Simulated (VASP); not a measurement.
A run of VASP 6.6.1:

File INCAR:

```
SYSTEM = Se
PREC = Accurate
ENCUT = 520
EDIFF = 1E-6
ISMEAR = -1
SIGMA = 0.1
LREAL = .False.
LASPH = .True.
NELM = 100
ALGO = Normal
ISIF = 2
LWAVE = .False.
LCHARG = .True.
GGA = B5
ALDAX = 1.0
AGGAX = 1.0
AGGAC = 1.0
ALDAC = 0.0
LELF = .True.
LVHAR = .True.
NBANDS = 16
```

File KPOINTS:

```
Automatic mesh
0
Gamma
  9 9 9
  0 0 0
```

Contents of POSCAR:

```
Se
1.0
    4.6192108085      0.0000000000      0.0000000000
   -2.3096054043      4.0003539056      0.0000000000
    0.0000000000      0.0000000000      3.6752175283
Se
3
Direct
    1.0000000000      1.0000000000      0.0000000000
    0.3333333333      0.6666666667      0.5000000000
    0.6666666667      0.3333333333      0.5000000000
```

Potentials or basis: VASP PAW PBE potentials, release 64 (Se).

Launch:

```console
$ cat potpaw_PBE.64/Se/POTCAR > POTCAR
$ mpirun -np 1 vasp_std > vasp.out
```

Hardware: 1 thread of Intel Xeon 8259CL (shared host).

Problem. How long does it take, and how much memory?

Solution. Run time: 2.1 min on 1 thread of Intel Xeon 8259CL (shared host), peak memory 0.2 GiB. Counts: scf iterations 13, k points 60.
